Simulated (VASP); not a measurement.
# Al15GaN16 (a cell with a defect) in VASP: notebook

Al15GaN16 (a cell with a defect) is run at these levels: PBE; tasks: single point, relaxation of the atoms.

All numbers are computed with VASP 6.6.1; they aren't measurements. Logs are shortened: lines on timing, memory, paths and dates and some standing lists are left out, and cuts for length are marked.

### 1 The cell of the first run

The cell holds a defect, 32 atoms: a = 6.260 Å, b = 6.260 Å, c = 10.035 Å, α = 90.00°, β = 90.00°, γ = 120.00°.

### 2 Single point, PBE

INCAR

```
PREC = Accurate ; ENCUT = 520
EDIFF = 1E-7 ; ISMEAR = -1
SIGMA = 0.01 ; LREAL = Auto
LASPH = T ; NELM = 60
ALGO = Normal ; ISIF = 2
LWAVE = F ; LCHARG = F
GGA = PE ; NBANDS = 91
```

KPOINTS

```
Automatic mesh
0
Gamma
  2 2 2
  0.5 0.5 0.5
```

POSCAR

```
Al15GaN16
1.0
    6.2595139128      0.0000000578      0.0000000000
   -3.1297570064      5.4208980350      0.0000000000
    0.0000000000      0.0000000000     10.0348065929
Al Ga N
15 1 16
Direct
    0.3347338190      0.1672689971      0.2485687292
    0.3349346125      0.1672524408      0.7507160613
    0.1674125858      0.3348039512      0.9995708459
    0.3353054107      0.6683614044      0.2484338118
    0.1676456948      0.8352245131      0.4999024258
    0.3350759617      0.6688336446      0.7508429339
    0.1671292530      0.8346150756      0.9997803008
    0.8336150208      0.1667213108      0.2483793233
    0.6667827506      0.3343463274      0.4998087776
    0.8334531705      0.1672759097      0.7508365848
    0.6676217221      0.3350577011      0.9997515466
    0.8347026702      0.6673737831      0.2496200165
    0.6681996025      0.8340523218      0.5001184224
    0.8345119006      0.6674721421      0.7497185217
    0.6676844964      0.8344200163      0.9996206534
    0.1662724720      0.3358608125      0.4993697228
    0.3359245766      0.1660419450      0.4377927589
    0.1688634801      0.3331085126      0.1895525706
    0.3332422104      0.1689462107      0.9401865169
    0.1689196071      0.3334759490      0.6950985641
    0.3386237734      0.6780732235      0.4378324901
    0.1685856365      0.8328002245      0.1890927736
    0.3332158244      0.6696598401      0.9403161621
    0.1690268387      0.8332079388      0.6896743586
    0.8243047282      0.1637834147      0.4377899246
    0.6692138212      0.3335270555      0.1890466137
    0.8324205393      0.1687787866      0.9402385937
    0.6688175963      0.3329408082      0.6895828455
    0.8333791710      0.6686348615      0.4397122727
    0.6694881668      0.8325514337      0.1888554509
    0.8330341392      0.6689708821      0.9392620454
    0.6690555113      0.8332723675      0.6899463370
```

Potentials or basis: VASP PAW PBE potentials, release 64 (Al, Ga_d, N).

Run with:

```sh
cat potpaw_PBE.64/Al/POTCAR potpaw_PBE.64/Ga_d/POTCAR potpaw_PBE.64/N/POTCAR > POTCAR
mpirun -np 1 vasp_std > vasp.out
```

OUTCAR:

```text
PREC = Accurate
   ENCUT = 520
   EDIFF = 1E-7
   ISMEAR = -1
   LREAL = Auto
   LASPH = T
   NELM = 60
   ISIF = 2
   GGA = PE

 ion  position               nearest neighbor table
   1  0.335  0.167  0.249-  18 1.89  17 1.90  22 1.91  26 1.91   7 3.08  11 3.08   3 3.09   9 3.10
                             5 3.10  16 3.11   8 3.12   4 3.12  12 3.13  12 3.13   4 3.13   8 3.14
   2  0.335  0.167  0.751-  20 1.89  19 1.90  28 1.91  24 1.91  11 3.08   7 3.08   3 3.09   5 3.09
                             9 3.09  16 3.12   6 3.12  10 3.12  14 3.13  14 3.13  10 3.14   6 3.14
   3  0.167  0.335  1.000-  19 1.89  18 1.91  23 1.91  27 1.91   4 3.08  10 3.08   8 3.08   6 3.08
                             2 3.09   1 3.09  11 3.13  15 3.13   7 3.13   7 3.13  15 3.13  11 3.13
   4  0.335  0.668  0.248-  22 1.89  21 1.90  30 1.91  18 1.91  15 3.08   3 3.08   7 3.08  16 3.10
                            13 3.10   5 3.11   8 3.12   1 3.12  12 3.13  12 3.13   1 3.13   8 3.14
   5  0.168  0.835  0.500-  21 1.89  17 1.90  24 1.90  29 1.91  14 3.09  12 3.09   2 3.09   1 3.10
                             6 3.10   4 3.11  16 3.12  13 3.12   9 3.12   9 3.14  13 3.14  16 3.14
   6  0.335  0.669  0.751-  24 1.89  23 1.90  20 1.90  32 1.91  15 3.08   3 3.08   7 3.08  13 3.10
                             5 3.10  16 3.10  10 3.12   2 3.12  14 3.13  14 3.13   2 3.14  10 3.14
   7  0.167  0.835  1.000-  23 1.89  22 1.90  19 1.91  31 1.91   1 3.08   2 3.08   4 3.08   6 3.08
                            12 3.09  14 3.09  15 3.13  11 3.13   3 3.13   3 3.13  11 3.13  15 3.13
   8  0.834  0.167  0.248-  26 1.89  25 1.90  30 1.91  18 1.91  15 3.08   3 3.08  11 3.08  16 3.10
                            13 3.10   9 3.11   4 3.12   1 3.12  12 3.13  12 3.13   1 3.14   4 3.14
   9  0.667  0.334  0.500-  25 1.88  17 1.90  28 1.90  29 1.91  14 3.09  12 3.09   2 3.09   1 3.10
[... 17 lines left out ...]
  19  0.333  0.169  0.940-   3 1.89   2 1.90   7 1.91  11 1.91
  20  0.169  0.333  0.695-   2 1.89   6 1.90  10 1.90  16 1.96
  21  0.339  0.678  0.438-   5 1.89  13 1.89   4 1.90  16 1.96
  22  0.169  0.833  0.189-   4 1.89   7 1.90   1 1.91  12 1.91
[... 8 lines left out ...]
  31  0.833  0.669  0.939-  15 1.89  14 1.90  11 1.91   7 1.91
  32  0.669  0.833  0.690-  14 1.89  13 1.90   6 1.91  10 1.91

  LATTYP: Found a hexagonal cell.
 ALAT       =     6.2595139128
 C/A-ratio  =     1.6031287306

  Lattice vectors:

 A1 = (   6.2595139128,   0.0000000578,   0.0000000000)
 A2 = (  -3.1297570064,   5.4208980350,   0.0000000000)
 A3 = (   0.0000000000,   0.0000000000,  10.0348065929)

Analysis of symmetry for initial positions (statically):
=====================================================================
 Subroutine PRICEL returns:
 Original cell was already a primitive cell.

 Routine SETGRP: Setting up the symmetry group for a
 hexagonal supercell.

 Subroutine GETGRP returns: Found  1 space group operations
 (whereof  1 operations were pure point group operations)
 out of a pool of 24 trial point group operations.

[... 174 lines left out ...]
   EMIN   =  10.00;   EMAX   =-10.00  energy-range for DOS
   EFERMI =   0.00;   METHOD = LEGACY
   ISMEAR =    -1;   SIGMA  =   0.01  broadening in eV -4-tet -1-fermi 0-gaus
   EFERMI_NEDOS =   21; number of points for ismear=-14 and -15
   IALGO  =     38    algorithm
   IMIX   =      4    mixing-type and parameters
     AMIX     =   0.40;   BMIX     =  1.00
     AMIX_MAG =   1.60;   BMIX_MAG =  1.00
  volume/ion in A,a.u.               =      10.64        71.81
  Fermi-wavevector in a.u.,A,eV,Ry     =   1.211512  2.289425 19.970092  1.467760
  Thomas-Fermi vector in A             =   2.347025
   LORBIT       =      0    0 simple, 1 ext, 2 COOP (PROOUT), +10 PAW based schemes
   GGA     = PE    functional components
   LHFCALC =     F    Hartree Fock is set to
   AEXX    =    0.0000 exact exchange contribution
   IVDW    =     0    specifies the selected vdW correction
   LEPSILON=     F    determine dielectric tensor
   LRPA    =     F    only Hartree local field effects (RPA)
 non-spin polarized calculation
  energy-cutoff  :      520.00
  volume of cell :      340.50
 maximum number of plane-waves:      9165
 NGX is ok and might be reduce to    48
   NGX = 23   NGY = 23   NGZ = 37

 number of electron     138.0000001 magnetization

 Free energy of the ion-electron system (eV)
  ---------------------------------------------------
  ext. energy  EPLUGINS =         0.00000000
  ---------------------------------------------------
  free energy    TOTEN  =      -235.52067662 eV

  energy without entropy =     -235.52067662  energy(sigma->0) =     -235.52067662

 E-fermi :   6.0030     XC(G=0): -10.9067

 val. band max:        5.7411893278   @ k =   0.2500   0.0000   0.2500
 cond. band min:      10.8552589178   @ k =  -0.2500   0.2500   0.2500
 fundamental gap:      5.1140695900
 Fermi energy:         6.0029815077

 k-point     1 :       0.2500    0.2500    0.2500
  band No.  band energies     occupation
      1      -8.6016      2.00000
      2      -8.2338      2.00000
      3      -8.0610      2.00000
      4      -7.9900      2.00000
      5      -7.8112      2.00000
      6      -7.7045      2.00000
[... 997 lines left out ...]
     80      12.2411      0.00000
     81      12.3060      0.00000
 [bands above 81 left out]

------------------------ aborting loop because EDIFF is reached ----------------------------------------

  FORCE on cell =-STRESS in cart. coord.  units (eV):
  Direction    XX          YY          ZZ          XY          YZ          ZX
  --------------------------------------------------------------------------------------
  -------------------------------------------------------------------------------------
  Total        2.2812756      0.4148731      4.5707657     -1.6155195     -0.0296404      0.0564034
  in kB       10.7341457      1.9521134     21.5069431     -7.6015458     -0.1394678      0.2653965
  external PRESSURE =      11.3977340 kB  Pullay stress =       0.0000000 kB

 VOLUME and BASIS-vectors are now :
 -----------------------------------------------------------------------------
  energy-cutoff  :      520.00
  volume of cell :      340.50
      direct lattice vectors                 reciprocal lattice vectors
     6.259513913  0.000000058  0.000000000     0.159756813  0.092235641  0.000000000
    -3.129757006  5.420898035  0.000000000    -0.000000002  0.184471279  0.000000000
     0.000000000  0.000000000 10.034806593     0.000000000  0.000000000  0.099653141

 POSITION                                       TOTAL-FORCE (eV/Angst)
 -----------------------------------------------------------------------------------
      1.57176      0.90675      2.49434         0.115010     -0.065112     -0.096241
      1.57307      0.90666      7.53329         0.122378     -0.077591     -0.093969
      0.00007      1.81494     10.03050        -0.107685      0.054479     -0.088218
      0.00704      3.62312      2.49299         0.105219     -0.060251     -0.077790
     -1.56467      4.52767      5.01642        -0.089923      0.056477     -0.118102
      0.00413      3.62568      7.53456         0.114567     -0.064158     -0.087975
[... 24 lines left out ...]
      3.12067      3.62642      9.42531         0.175586     -0.093606      0.091238
      1.58002      4.51708      6.92348        -0.166429      0.093128      0.080678
 -----------------------------------------------------------------------------------
    total drift:                                0.006688      0.014913      0.029715

  FREE ENERGIE OF THE ION-ELECTRON SYSTEM (eV)
  ---------------------------------------------------
  free  energy   TOTEN  =      -235.5206766199 eV

  energy  without entropy=     -235.5206766199  energy(sigma->0) =     -235.52067662
```

OSZICAR:

```text
N       E                     dE             d eps       ncg     rms          rms(c)
DAV:   1     0.102043841859E+04    0.10204E+04   -0.59784E+04  2184   0.152E+03
DAV:   2    -0.118480643904E+03   -0.11389E+04   -0.10606E+04  2776   0.359E+02
DAV:   3    -0.265427283679E+03   -0.14695E+03   -0.14411E+03  2522   0.138E+02
DAV:   4    -0.272710199970E+03   -0.72829E+01   -0.72256E+01  2880   0.334E+01
DAV:   5    -0.272909062432E+03   -0.19886E+00   -0.19823E+00  2680   0.527E+00    0.340E+01
DAV:   6    -0.235274494060E+03    0.37635E+02   -0.15459E+02  3048   0.449E+01    0.116E+01
DAV:   7    -0.235613303785E+03   -0.33881E+00   -0.74238E+00  2760   0.973E+00    0.810E+00
DAV:   8    -0.235550973902E+03    0.62330E-01   -0.77555E-01  2949   0.484E+00    0.121E+00
DAV:   9    -0.235517583635E+03    0.33390E-01   -0.17834E-01  3248   0.288E+00    0.680E-01
DAV:  10    -0.235518450815E+03   -0.86718E-03   -0.20098E-02  2876   0.553E-01    0.359E-01
DAV:  11    -0.235520546858E+03   -0.20960E-02   -0.31088E-03  2624   0.246E-01    0.119E-01
DAV:  12    -0.235520664685E+03   -0.11783E-03   -0.10295E-03  3041   0.199E-01    0.466E-02
DAV:  13    -0.235520675141E+03   -0.10456E-04   -0.17117E-04  3352   0.913E-02    0.216E-02
DAV:  14    -0.235520676811E+03   -0.16701E-05   -0.13508E-05  3028   0.290E-02    0.128E-02
DAV:  15    -0.235520676911E+03   -0.99349E-07   -0.81929E-06  3120   0.176E-02    0.465E-03
DAV:  16    -0.235520676878E+03    0.32755E-07   -0.12411E-06  2983   0.628E-03    0.280E-03
DAV:  17    -0.235520676708E+03    0.17017E-06   -0.12288E-06  2936   0.802E-03    0.192E-03
DAV:  18    -0.235520676620E+03    0.87758E-07   -0.14253E-07  1533   0.225E-03
   1 F= -.23552068E+03 E0= -.23552068E+03  d E =-.991997E-12
```

stdout:

```text
POSCAR found type information on POSCAR AlGaN
 POSCAR found :  3 types and      32 ions
 scaLAPACK will be used
 LDA part: xc-table for (Slater+PW92), standard interpolation
 POSCAR, INCAR and KPOINTS ok, starting setup
 FFT: planning ... GRIDC
 FFT: planning ... GRID_SOFT
 FFT: planning ... GRID
 WAVECAR not read
 entering main loop
```

It used 850 s of CPU time on 1 thread of Intel(R) Xeon(R) Platinum 8488C (Sapphire Rapids), with other jobs on the host.

What came out:

- Free energy: -235.5207 eV
- Pressure: 1.1 GPa
- Largest force: 0.255 eV/Å
- Band gap on the k mesh: 5.11 eV

Forces on the atoms (eV/Å):
```
Al   0.115 -0.065 -0.096
Al   0.122 -0.078 -0.094
Al  -0.108  0.054 -0.088
Al   0.105 -0.060 -0.078
Al  -0.090  0.056 -0.118
Al   0.115 -0.064 -0.088
Al  -0.111  0.061 -0.091
Al   0.108 -0.056 -0.075
Al  -0.097  0.056 -0.110
Al   0.118 -0.075 -0.093
Al  -0.112  0.055 -0.088
Al   0.115 -0.065 -0.100
Al  -0.124  0.076 -0.090
Al   0.114 -0.061 -0.094
Al  -0.110  0.061 -0.091
Ga  -0.017  0.021  0.027
N    0.213 -0.121  0.072
N   -0.177  0.105  0.087
N    0.168 -0.098  0.098
N   -0.187  0.100  0.131
N    0.054 -0.131  0.025
N   -0.183  0.102  0.084
N    0.176 -0.094  0.083
N   -0.171  0.111  0.098
N    0.132 -0.005  0.025
N   -0.175  0.101  0.090
N    0.172 -0.091  0.096
N   -0.181  0.104  0.104
N    0.177 -0.099  0.115
N   -0.170  0.098  0.088
N    0.176 -0.094  0.091
N   -0.166  0.093  0.081
```

Levels at points of the mesh, in eV from the valence-band top:
| k point | band 65 | band 66 | band 67 | band 68 | band 69 | band 70 | band 71 | band 72 | band 73 | band 74 |
| --- | --- | --- | --- | --- | --- | --- | --- | --- | --- | --- |
| (0.25, 0.25, 0.25) | -0.58 | -0.53 | -0.47 | -0.37 | -0.12 | 5.62 | 6.04 | 6.26 | 6.31 | 6.53 |

Caveat: the k points lie up to 0.58 Å⁻¹ apart.

### 3 Relaxation of the atoms, PBE

INCAR

```
ALGO = Normal ; EDIFF = 1E-6
EDIFFG = -0.03 ; ENCUT = 520
GGA = PE ; IBRION = 2
ISIF = 2 ; ISMEAR = 0
LASPH = T ; LCHARG = F
LREAL = Auto ; LWAVE = F
NELM = 100 ; NSW = 100
PREC = Accurate ; SIGMA = 0.01
```

KPOINTS

```
Automatic mesh
0
Gamma
  1 1 1
  0.25 0.25 0.25
```

POSCAR

```
Al15GaN16
1.0
    6.2595139100      0.0000000600      0.0000000000
   -3.1297570100      5.4208980300      0.0000000000
    0.0000000000      0.0000000000     10.0348065900
Al Ga N
15 1 16
Direct
    0.3333333300      0.1666666700      0.2496176900
    0.3333333300      0.1666666700      0.7496176900
    0.1666666700      0.3333333300      0.9996176900
    0.3333333300      0.6666666700      0.2496176900
    0.1666666700      0.8333333300      0.4996176900
    0.3333333300      0.6666666700      0.7496176900
    0.1666666700      0.8333333300      0.9996176900
    0.8333333300      0.1666666700      0.2496176900
    0.6666666700      0.3333333300      0.4996176900
    0.8333333300      0.1666666700      0.7496176900
    0.6666666700      0.3333333300      0.9996176900
    0.8333333300      0.6666666700      0.2496176900
    0.6666666700      0.8333333300      0.4996176900
    0.8333333300      0.6666666700      0.7496176900
    0.6666666700      0.8333333300      0.9996176900
    0.1666666700      0.3333333300      0.4996176900
    0.3333333300      0.1666666700      0.4403823100
    0.1666666700      0.3333333300      0.1903823100
    0.3333333300      0.1666666700      0.9403823100
    0.1666666700      0.3333333300      0.6903823100
    0.3333333300      0.6666666700      0.4403823100
    0.1666666700      0.8333333300      0.1903823100
    0.3333333300      0.6666666700      0.9403823100
    0.1666666700      0.8333333300      0.6903823100
    0.8333333300      0.1666666700      0.4403823100
    0.6666666700      0.3333333300      0.1903823100
    0.8333333300      0.1666666700      0.9403823100
    0.6666666700      0.3333333300      0.6903823100
    0.8333333300      0.6666666700      0.4403823100
    0.6666666700      0.8333333300      0.1903823100
    0.8333333300      0.6666666700      0.9403823100
    0.6666666700      0.8333333300      0.6903823100
```

Potentials or basis: VASP PAW PBE potentials, release 64 (Al, Ga_d, N).

Run with:

```sh
cat potpaw_PBE.64/Al/POTCAR potpaw_PBE.64/Ga_d/POTCAR potpaw_PBE.64/N/POTCAR > POTCAR
mpirun -np 1 vasp_std > vasp.out
```

It used 400 s of CPU time on 1 thread of Intel(R) Xeon(R) Platinum 8488C (Sapphire Rapids), with other jobs on the host.

The run converged. Its results:

| Quantity | Value |
| --- | --- |
| Free energy | -238.6073 eV |
| Energy gained by relaxing | 3.6 meV/atom |
| Ionic steps | 8 |
| Pressure after relaxing | 0.6 GPa |
| Largest force after relaxing | 0.022 eV/Å |
| Band gap on the k mesh | 5.76 eV |

Forces on the atoms (eV/Å):
```
Al  -0.006  0.003 -0.005
Al   0.003 -0.002  0.010
Al   0.000  0.000  0.002
Al   0.000 -0.007 -0.005
Al  -0.001 -0.001  0.002
Al   0.000  0.003  0.010
Al   0.004  0.002  0.002
Al   0.006  0.003 -0.005
Al   0.000  0.001  0.002
Al  -0.003 -0.002  0.010
Al   0.000 -0.005  0.002
Al   0.000  0.000  0.013
Al   0.001 -0.001  0.002
Al   0.000  0.000 -0.022
Al  -0.004  0.002  0.002
Ga   0.000  0.000  0.011
N   -0.005  0.003 -0.011
N    0.000  0.000 -0.010
N   -0.016  0.009  0.000
N    0.000  0.000 -0.006
N    0.000 -0.005 -0.011
N    0.003  0.002  0.003
N    0.000 -0.019  0.000
N    0.008  0.005  0.003
N    0.005  0.003 -0.011
N    0.000 -0.004  0.003
N    0.016  0.009  0.000
N    0.000 -0.009  0.003
N    0.000  0.000  0.008
N   -0.003  0.002  0.003
N    0.000  0.000 -0.007
N   -0.008  0.005  0.003
```

Stress tensor (GPa, compression positive):
```
-1.05  0.00  0.00
 0.00 -1.05  0.00
 0.00  0.00  3.95
```

Step by step:
| step | energy change (eV) | largest force (eV/Å) | pressure (GPa) |
| --- | --- | --- | --- |
| 1 | 0.0000 | 1.1568 | 0.69 |
| 2 | -0.1021 | 0.2527 | 0.65 |
| 3 | -0.1065 | 0.2036 | 0.65 |
| 4 | -0.1123 | 0.0985 | 0.61 |
| 5 | -0.1124 | 0.0899 | 0.62 |
| 6 | -0.1141 | 0.0531 | 0.62 |
| 7 | -0.1141 | 0.0520 | 0.62 |
| 8 | -0.1146 | 0.0218 | 0.62 |

Final structure:
```
Al Ga N
1.0
     6.25951    0.00000    0.00000
    -3.12976    5.42090    0.00000
     0.00000    0.00000   10.03481
Al Ga N
15 1 16
Direct
  0.33375 0.16625 0.24889
  0.33387 0.16613 0.75105
  0.16667 0.33333 0.99991
  0.33375 0.66750 0.24889
  0.16634 0.83317 0.50026
  0.33387 0.66775 0.75105
  0.16632 0.83316 0.00006
  0.83250 0.16625 0.24889
  0.66683 0.33366 0.50026
  0.83225 0.16613 0.75105
  0.66684 0.33368 0.00006
  0.83333 0.66667 0.24983
  0.66683 0.83317 0.50026
  0.83333 0.66667 0.75027
  0.66684 0.83316 0.00006
  0.16667 0.33333 0.49977
  0.33728 0.16272 0.43820
  0.16667 0.33333 0.18999
  0.33366 0.16634 0.94053
  0.16667 0.33333 0.69546
  0.33728 0.67457 0.43820
  0.16604 0.83302 0.18931
  0.33366 0.66733 0.94053
  0.16660 0.83330 0.69006
  0.82543 0.16272 0.43820
  0.66698 0.33396 0.18931
  0.83267 0.16634 0.94053
  0.66670 0.33340 0.69006
  0.83333 0.66667 0.43992
  0.66698 0.83302 0.18931
  0.83333 0.66667 0.93975
  0.66670 0.83330 0.69006
```

Levels at points of the mesh, in eV from the valence-band top:
```csv
k point,band 65,band 66,band 67,band 68,band 69,band 70,band 71,band 72,band 73,band 74
"(0.25, 0.25, 0.25)",-0.45,-0.40,-0.34,-0.23,0.00,5.76,6.17,6.41,6.47,6.68
```

Caveat: the k points lie up to 1.16 Å⁻¹ apart.

[end of part 1 of 2]
